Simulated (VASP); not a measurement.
Ru5C: single point with LDA

The system is Ru5C, a slab with vacuum.

```
Ru C
1.0
     2.67406    0.00000    0.00000
    -1.33703    2.31580    0.00000
     0.00000    0.00000   25.39992
Ru C
5 1
Direct
  0.66667 0.33333 0.15748
  0.33333 0.66667 0.24068
  0.66667 0.33333 0.32402
  0.33333 0.66667 0.40785
  0.66667 0.33333 0.48819
  0.66667 0.33333 0.61693
```

```yaml
Program: VASP 6.6.1
Task: single point
Functional: LDA
Potentials_or_basis: VASP PAW LDA potentials, release 64 (Ru_pv, C)
Cutoff: 520 eV
k_mesh: 12 × 12 × 1
Occupations: gaussian, width 0.1 eV
Spin: collinear spin
Starting_moments: "[0.0, 0.0, 0.0, 0.0, 0.0, 2.0] μB"
Dipole_correction: yes
Further_INCAR_settings: ALGO = Normal; EDIFF = 1e-07; NBANDS = 50
```

| Property | Result |
| --- | --- |
| Largest force | 0.827 eV/Å |
| Net moment | 0.15 μB per cell |
| Site moments | Ru +0.00, +0.01 (each value once); C +0.07 μB |
| Valence electrons inside the program's atomic spheres | Ru 12.59, 12.73, 12.75, 12.77, 12.62; C 1.91 |

Forces in eV/Å, atoms in the order of the input:
```
Ru   0.000  0.000  0.763
Ru   0.000  0.000 -0.816
Ru   0.000  0.000 -0.054
Ru   0.000  0.000  0.261
Ru   0.000  0.000  0.672
C    0.000  0.000 -0.827
```

Levels at points of the mesh, in eV from the Fermi level:
Spin up:
```
           k point  band 33  band 34  band 35  band 36  band 37  band 38  band 39  band 40  band 41  band 42
(0.00, 0.00, 0.00)    -2.04    -2.04    -1.94    -1.07    -1.07    -0.80    -0.23    -0.23     0.64     0.64
(0.50, 0.00, 0.00)    -0.81     0.47     0.59     0.85     1.18     1.49     1.55     1.67     1.81     2.08
```
Spin down:
```csv
k point,band 35,band 36,band 37,band 38,band 39,band 40
"(0.00, 0.00, 0.00)",-1.89,-1.06,-1.06,-0.77,-0.23,-0.23
"(0.50, 0.00, 0.00)",0.60,0.88,1.25,1.50,1.55,1.67
```

It took 42 min on 1 thread of Intel Xeon 8259CL (shared host), peak memory 0.33 GiB.
